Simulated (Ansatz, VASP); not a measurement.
# One calculation of CuO, two programs

File INCAR:

```
SYSTEM = CuO
PREC = Accurate
ENCUT = 520
EDIFF = 1E-6
ISMEAR = -1
SIGMA = 0.03
LREAL = .False.
LASPH = .True.
NELM = 150
ALGO = Normal
ISIF = 2
LWAVE = .False.
LCHARG = .True.
ISPIN = 2
MAGMOM = 1 1 0 0
LORBIT = 11
LMAXMIX = 4
GGA = PE
LELF = .True.
LVHAR = .True.
NBANDS = 29
```

Contents of KPOINTS:

```
Automatic mesh
0
Gamma
  7 7 4
  0 0 0
```

File POSCAR:

```
CuO
1.0
    2.3446500000     -1.7134000000      0.0000000000
    2.3446500000      1.7134000000      0.0000000000
   -0.8605500000      0.0000000000      5.0594400000
Cu O
2 2
Direct
    0.0032000000      0.4968000000      0.0000000000
    0.4968000000      0.0032000000      0.5000000000
    0.5714000000      0.4056000000      0.2537000000
    0.4056000000      0.5714000000      0.7537000000
```

Input for Ansatz:

```yaml
crystal:
  lattice:
    - [2.34465, -1.7134, 0.0]
    - [2.34465, 1.7134, 0.0]
    - [-0.86055, 0.0, 5.05944]
  atoms:
    - { symbol: Cu, position: [0.0032, 0.4968, 0.0], spin: 1.0 }
    - { symbol: Cu, position: [0.4968, 0.0032, 0.5], spin: 1.0 }
    - { symbol: O, position: [0.5714, 0.4056, 0.2537] }
    - { symbol: O, position: [0.4056, 0.5714, 0.7537] }
magnetization:
  spin_polarized: true
hamiltonian:
  xc: pbe
  pseudopotentials: { kind: paw }
basis:
  ecutwfc: 420
kpoints:
  mp_grid: { grid: [7, 7, 4] }
scf:
  occupations: { method: fermi_dirac, width: 0.03 }
  lower_state_search: "off"
output:
  forces: true
  stress: true
```

Alike in both runs: task single point; functional PBE; k mesh 7 × 7 × 4; occupations fermi-dirac, width 0.03 eV; collinear spin.

|  | VASP | Ansatz |
| --- | --- | --- |
| version | VASP 6.6.1 | Ansatz 0.2.0 |
| potentials or method | VASP PAW PBE potentials, release 64 (Cu, O), cutoff 520 eV | PAW, plane waves, scalar-relativistic |
| valence electrons in the cell | 34 | 50 |

VASP gave:

| Quantity | Value |
| --- | --- |
| pressure (GPa) | 6.5 |
| traceless stress, the component that is largest in VASP (GPa) | -1.79 |
| rms of the force components (eV/Å) | 0.443 |
| net moment per atom (μB) | 0.00 |

Q: Which values does Ansatz return?

A: Pressure (GPa): 5.7; traceless stress, the component that is largest in VASP (GPa): -1.71; rms of the force components (eV/Å): 0.432; net moment per atom (μB): 0.00.

Atom by atom the forces differ by 0.024 eV/Å (rms over components). VASP's potentials hold 34 valence electrons a cell and Ansatz's 50, so a difference there can come from the potentials and not from the codes. Ansatz's warnings: seeded moment not kept.
